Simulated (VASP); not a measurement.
Si3Ni7, 20 atoms in the cell. The cell holds an amorphous packing of atoms, 20 atoms: a = 6.320 Å, b = 6.282 Å, c = 6.318 Å, α = 88.06°, β = 91.77°, γ = 89.07°. 

| Quantity | Value |
| --- | --- |
| Program | VASP 6.6.1 |
| Task | single point |
| Functional | PBE |
| Potentials or basis | VASP PAW PBE potentials, release 64 (Ni, Si) |
| Cutoff | 520 eV |
| k mesh | 1 × 1 × 1, shifted |
| Occupations | fermi-dirac, width 0.0862 eV |
| Spin | no spin polarisation |
| Dipole correction | no |
| Further INCAR settings | LREAL = Auto; ALGO = Normal; EDIFF = 1e-06; NBANDS = 98; ISYM = 0 |

Potentials or basis: VASP PAW PBE potentials, release 64 (Ni, Si).

Command:

```sh
$ cat potpaw_PBE.64/Ni/POTCAR potpaw_PBE.64/Si/POTCAR > POTCAR
$ mpirun -np 1 vasp_std > vasp.out
```

Hardware: 1 thread of Intel(R) Xeon(R) Platinum 8488C (Sapphire Rapids), with other jobs on the host.

Task: How long does it take, and how much memory?

Result: It took 110 s on 1 thread of Intel(R) Xeon(R) Platinum 8488C (Sapphire Rapids) (shared host), peak memory 0.32 GiB. Counts: scf iterations 26, k points 1.
